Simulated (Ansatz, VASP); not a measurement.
# AlN in VASP and in Ansatz

```
CELL_PARAMETERS angstrom
0.00000 1.99110 1.99110
1.99110 0.00000 1.99110
1.99110 1.99110 0.00000
ATOMIC_POSITIONS crystal
Al 0.00000 0.00000 0.00000
N 0.50000 0.50000 0.50000
```

Change from the starting cell: volume scaled by 1.02, ions relaxed.

Alike in both runs: functional PBE; k mesh 13 × 13 × 13; occupations fermi-dirac, width 0.02 eV; no spin polarisation.

Ansatz relaxed the structure, and its values are those at the end. VASP's run is a single point on that final structure, the one shown.

```csv
,VASP,Ansatz
version,VASP 6.6.1,Ansatz 0.2.0
potentials or method,"VASP PAW PBE potentials, release 64 (Al, N)","plane-wave PAW, scalar-relativistic"
plane-wave cutoff (eV),600,420
valence electrons in the cell,8,8
```

VASP gave:

* gap on the k mesh at the Fermi level (eV): 5.15
* pressure (GPa): 18.4

Question: Estimate Ansatz's values.

Answer: gap on the k mesh at the Fermi level (eV): 5.18; pressure (GPa): 18.9.

With one functional, cell and mesh, what is left measures potentials, basis and numerics. Ansatz's warnings: stress scf threshold loose.
